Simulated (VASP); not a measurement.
Here is a VASP 6.6.1 calculation.

The input INCAR:

```
SYSTEM = CaY
PREC = Accurate ; ENCUT = 520
EDIFF = 1E-7 ; ISMEAR = -1
SIGMA = 0.1 ; LREAL = .False.
LASPH = .True. ; NELM = 150
ALGO = Normal ; ISIF = 2
LWAVE = .False. ; LCHARG = .True.
ISPIN = 2 ; MAGMOM = 0 0.9
LORBIT = 11 ; NUPDOWN = 0.9
LMAXMIX = 4 ; GGA = CA
LELF = .True. ; LVHAR = .True.
NBANDS = 22
```

Contents of KPOINTS:

```
regular mesh
0
Gamma
  9 9 5
  0 0 0
```

File POSCAR:

```
CaY
1.0
    1.9766574348     -2.9332380000      0.0000000000
    1.9766574348      2.9332380000      0.0000000000
   -0.0302115573      0.0000000000      6.1761332710
Ca Y
1 1
Direct
    0.0000000000      0.0000000000      0.0000000000
    0.5000000000      0.5000000000      0.5000000000
```

Potentials or basis: VASP PAW LDA potentials, release 64 (Ca_sv, Y_sv).

Run with:

```bash
$ cat potpaw_LDA.64/Ca_sv/POTCAR potpaw_LDA.64/Y_sv/POTCAR > POTCAR
$ mpirun -np 1 vasp_std > vasp.out
```

Question: What does it give for the pressure?

Answer: -2.2 GPa.

Stress tensor (GPa, compression positive):
```
-2.27  0.00  0.09
 0.00 -1.60  0.00
 0.09  0.00 -2.78
```

Caveat: the total moment is fixed, so each spin has its own Fermi level.
